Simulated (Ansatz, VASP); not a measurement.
One calculation of In3As, two programs

INCAR

```
PREC = Accurate
ENCUT = 520
EDIFF = 1E-6
ISMEAR = -1
SIGMA = 0.05
LREAL = False
LASPH = True
NELM = 80
ALGO = Normal
ISIF = 2
LWAVE = False
LCHARG = False
GGA = PE
NBANDS = 30
```

KPOINTS

```
Automatic mesh
0
Gamma
  6 6 6
```

The input POSCAR:

```
In3As
1.0
    4.6716810000      0.0000000000      0.0000000000
    0.0000000000      4.6716810000      0.0000000000
    0.0000000000      0.0000000000      4.6716810000
In As
3 1
Direct
    0.5000000000      0.5000000000      0.0000000000
    0.5000000000      0.0000000000      0.5000000000
    0.0000000000      0.5000000000      0.5000000000
    0.0000000000      0.0000000000      0.0000000000
```

The input input.yaml:

```yaml
crystal:
  lattice:
    - [4.671681, 0.0, 0.0]
    - [0.0, 4.671681, 0.0]
    - [0.0, 0.0, 4.671681]
  atoms:
    - { symbol: In, position: [0.5, 0.5, 0.0] }
    - { symbol: In, position: [0.5, 0.0, 0.5] }
    - { symbol: In, position: [0.0, 0.5, 0.5] }
    - { symbol: As, position: [0.0, 0.0, 0.0] }
hamiltonian:
  xc: pbe
  pseudopotentials: { kind: paw }
kpoints:
  mp_grid: { grid: [6, 6, 6] }
scf:
  occupations: { method: fermi_dirac, width: 0.05 }
output:
  forces: true
  stress: true
  eigenvalues: true
```

Alike in both runs: task single point; functional PBE; k mesh 6 × 6 × 6; occupations fermi-dirac, width 0.05 eV; no spin polarisation.

```csv
,VASP,Ansatz
version,VASP 6.6.1,Ansatz 0.2.0
potentials or method,"VASP PAW PBE potentials, release 64 (In_d, As)",Ansatz PAW
plane-wave cutoff (eV),520,420
valence electrons in the cell,44,54
```

|  | VASP | Ansatz | Ansatz less VASP |
| --- | --- | --- | --- |
| gap on the k mesh at the Fermi level (eV) | none | none | - |
| pressure (GPa) | 0.6 | 0.6 | +0.02 |

A gap of «none» marks a metal or a gap that the smearing closes. The functional is the same, so the differences come from potentials, cutoffs and numerics. VASP's potentials hold 44 valence electrons a cell and Ansatz's 54, so a difference there can come from the potentials and not from the codes.
